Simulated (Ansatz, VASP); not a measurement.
# In3Se: VASP beside Ansatz

File INCAR:

```
ALGO = Normal
EDIFF = 1E-7
ENCUT = 520
GGA = PS
ISIF = 2
ISMEAR = -1
LASPH = True
LCHARG = False
LREAL = False
LWAVE = False
NBANDS = 30
NELM = 60
PREC = Accurate
SIGMA = 0.03
```

KPOINTS

```
k-points
0
Gamma
  4 4 4
```

The input POSCAR:

```
In3Se
1.0
    4.8037580000      0.0000000000      0.0000000000
    0.0000000000      4.8037580000      0.0000000000
    0.0000000000      0.0000000000      4.8037580000
In Se
3 1
Direct
    0.5000000000      0.5000000000      0.0000000000
    0.5000000000      0.0000000000      0.5000000000
    0.0000000000      0.5000000000      0.5000000000
    0.0000000000      0.0000000000      0.0000000000
```

File input.yaml:

```yaml
crystal:
  lattice:
    - [4.803758, 0.0, 0.0]
    - [0.0, 4.803758, 0.0]
    - [0.0, 0.0, 4.803758]
  atoms:
    - { symbol: In, position: [0.5, 0.5, 0.0] }
    - { symbol: In, position: [0.5, 0.0, 0.5] }
    - { symbol: In, position: [0.0, 0.5, 0.5] }
    - { symbol: Se, position: [0.0, 0.0, 0.0] }
kpoints:
  mp_grid: { grid: [4, 4, 4] }
scf:
  occupations: { method: fermi_dirac, width: 0.03 }
hamiltonian:
  xc: pbesol
  pseudopotentials: { kind: all_electron, lapw: { basis_error: 0.002 } }
output:
  forces: true
  stress: true
  eigenvalues: true
```

Alike in both runs: task single point; functional PBEsol; k mesh 4 × 4 × 4; occupations fermi-dirac, width 0.03 eV; no spin polarisation.

|  | VASP | Ansatz |
| --- | --- | --- |
| version | VASP 6.6.1 | Ansatz 0.2.0 |
| potentials or method | VASP PAW PBE potentials, release 64 (In_d, Se), cutoff 520 eV | all-electron LAPW, scalar-relativistic |

|  | VASP | Ansatz | Ansatz less VASP |
| --- | --- | --- | --- |
| gap on the k mesh at the Fermi level (eV) | none | none | - |
| pressure (GPa) | -2.8 | -2.8 | +0.02 |

VASP's potentials were made for PBE, not for PBEsol. A gap of «none» marks a metal or a gap that the smearing closes. Ansatz ran all-electron here, and VASP with PAW potentials.

Noted on Ansatz's run: the k mesh is thin for a metal, which can move the energy by tens of meV per atom.
